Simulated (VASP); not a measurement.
N: single point with r2SCAN

Crystal: N.

```xyz
4
Lattice="3.8449 0.0000 0.0000 -1.9225 3.3298 0.0000 0.0000 0.0000 8.0617" Properties=species:S:1:pos:R:3 pbc="T T T"
N     0.0000    2.2199    2.5622
N     0.0000    2.2199    1.4687
N     1.9225    1.1099    6.5931
N     1.9225    1.1099    5.4995
```

* Program: VASP 6.6.1
* Task: single point
* Functional: r2SCAN
* Potentials or basis: VASP PAW PBE potentials, release 64 (N)
* Cutoff: 520 eV
* k mesh: 9 × 9 × 4
* Occupations: gaussian, width 0.02 eV
* Spin: no spin polarisation
* Dipole correction: no
* Further INCAR settings: ALGO = Normal; EDIFF = 1e-06; NBANDS = 18

```
Pressure               : 2.3 GPa
Largest force          : 2.304 eV/Å
Band gap on the k mesh : 8.14 eV (least direct gap 8.16 eV)
```

Forces in eV/Å, atoms in the order of the input:
```
N    0.000  0.000  2.304
N    0.000  0.000 -2.304
N    0.000  0.000  2.304
N    0.000  0.000 -2.304
```

Stress tensor (GPa, compression positive):
```
-0.31  0.00  0.00
 0.00 -0.31  0.00
 0.00  0.00  7.46
```

Levels at points of the mesh, in eV from the valence-band top:
```tsv
k point	band 8	band 9	band 10	band 11	band 12	band 13
(0.00, 0.00, 0.00)	-1.37	-0.75	-0.04	9.14	9.14	9.34
(0.00, 0.00, 0.50)	-1.39	-0.38	-0.38	9.24	9.24	9.24
```

Run time: 110 s on 1 thread of Intel(R) Xeon(R) 6975P-C (Granite Rapids), with other jobs on the host, peak memory 0.24 GiB.

Caveat: the standard files for N, O and F lose accuracy on very short bonds; the stress differs along the axes, from -0 to 7 GPa; the PAW data sets were made with another functional, which shifts forces and pressure a little. A k mesh can miss the band edges.
